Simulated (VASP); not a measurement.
Set up this calculation in VASP 6.6.1, as the native input.

- Task: single point
- Functional: PBE
- Potentials or basis: VASP PAW PBE potentials, release 64 (C)
- Cutoff: 600 eV
- k mesh: 12 × 12 × 12
- Occupations: gaussian, width 0.02 eV
- Spin: no spin polarisation
- Dipole correction: no
- Further INCAR settings: ALGO = Normal; EDIFF = 1e-06; NBANDS = 11

The structure of C lies in POSCAR:

```
C
1.0
    0.0000000000      1.7857114804      1.7857114804
    1.7857114804      0.0000000000      1.7857114804
    1.7857114804      1.7857114804      0.0000000000
C
2
Direct
    0.0000000000      0.0000000000      0.0000000000
    0.2500000000      0.2500000000      0.2500000000
```

These files were run (other wordings do the same):

INCAR

```
ALGO = Normal
EDIFF = 1E-6
ENCUT = 600
GGA = PE
GGA_COMPAT = F
ISIF = 2
ISMEAR = 0
LASPH = T
LCHARG = F
LREAL = F
LWAVE = F
NBANDS = 11
NELM = 120
PREC = Accurate
SIGMA = 0.02
```

KPOINTS

```
k-points
0
Gamma
  12 12 12
```

Potentials or basis: VASP PAW PBE potentials, release 64 (C).

Run with:

```sh
$ cat potpaw_PBE.64/C/POTCAR > POTCAR
$ mpirun -np 1 vasp_std > vasp.out
```

Results of the run:

```json
{"Pressure": "0.1 GPa", "Band gap on the k mesh": "4.14 eV (least direct gap 5.58 eV)"}
```

Wall time 7.2 s on 1 thread of Intel(R) Xeon(R) Platinum 8259CL CPU @ 2.50GHz (Skylake/Cascade Lake) (shared host), peak memory 0.12 GiB.
